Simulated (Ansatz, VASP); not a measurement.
**BN: VASP beside Ansatz**

The input INCAR:

```
SYSTEM = BN
  PREC = Accurate
  ENCUT = 520
  EDIFF = 1E-6
  ISMEAR = -1
  SIGMA = 0.02
  LREAL = .FALSE.
  LASPH = .TRUE.
  NELM = 100
  ALGO = Normal
  ISIF = 2
  LWAVE = .FALSE.
  LCHARG = .FALSE.
  GGA = PE
  IBRION = 2
  NSW = 80
  EDIFFG = -0.02
```

The input KPOINTS:

```
Automatic mesh
0
G
  13 13 5
  0 0 0
```

Contents of POSCAR:

```
BN
1.0
    2.5400000000      0.0000000000      0.0000000000
   -1.2700000000      2.1997045256      0.0000000000
    0.0000000000      0.0000000000      6.7959400000
B N
2 2
Direct
    0.3333333333      0.6666666667      0.2500000000
    0.6666666667      0.3333333333      0.7500000000
    0.3333333333      0.6666666667      0.7500000000
    0.6666666667      0.3333333333      0.2500000000
```

Input for Ansatz:

```yaml
crystal:
  lattice:
    - [2.54, 0.0, 0.0]
    - [-1.27, 2.1997045256, 0.0]
    - [0.0, 0.0, 6.79594]
  atoms:
    - { symbol: B, position: [0.3333333333, 0.6666666667, 0.25] }
    - { symbol: B, position: [0.6666666667, 0.3333333333, 0.75] }
    - { symbol: "N", position: [0.3333333333, 0.6666666667, 0.75] }
    - { symbol: "N", position: [0.6666666667, 0.3333333333, 0.25] }
kpoints:
  mp_grid: { grid: [13, 13, 5] }
scf:
  occupations: { method: fermi_dirac, width: 0.02 }
hamiltonian:
  xc: pbe
  pseudopotentials: { kind: paw }
output:
  forces: true
  stress: true
  populations: true
  efg:
    quadrupole_moments_barn: { B: 0.04059, "N": 0.02044 }
    contact_densities: true
relax:
  f_tol: 0.02
  max_steps: 60
```

Change from the starting cell: z stretched by +3 %, ions relaxed.

Alike in both runs: task relaxation of the atoms; functional PBE; k mesh 13 × 13 × 5; occupations fermi-dirac, width 0.02 eV; no spin polarisation.

|  | VASP | Ansatz |
| --- | --- | --- |
| version | VASP 6.6.1 | Ansatz 0.2.0 |
| potentials or method | VASP PAW PBE potentials, release 64 (B, N) | plane-wave PAW, scalar-relativistic |
| plane-wave cutoff (eV) | 520 | 420 |
| valence electrons in the cell | 16 | 16 |

Ansatz gave:

```
gap on the k mesh at the Fermi level, each at its own relaxed structure (eV) : 4.26
```

**Question.** What did VASP give for the same quantities?

**Answer.** gap on the k mesh at the Fermi level, each at its own relaxed structure (eV): 4.25.

Ansatz's warnings: stress scf threshold loose.

Noted on VASP's run: the relaxation stopped at its first step, so nothing moved.
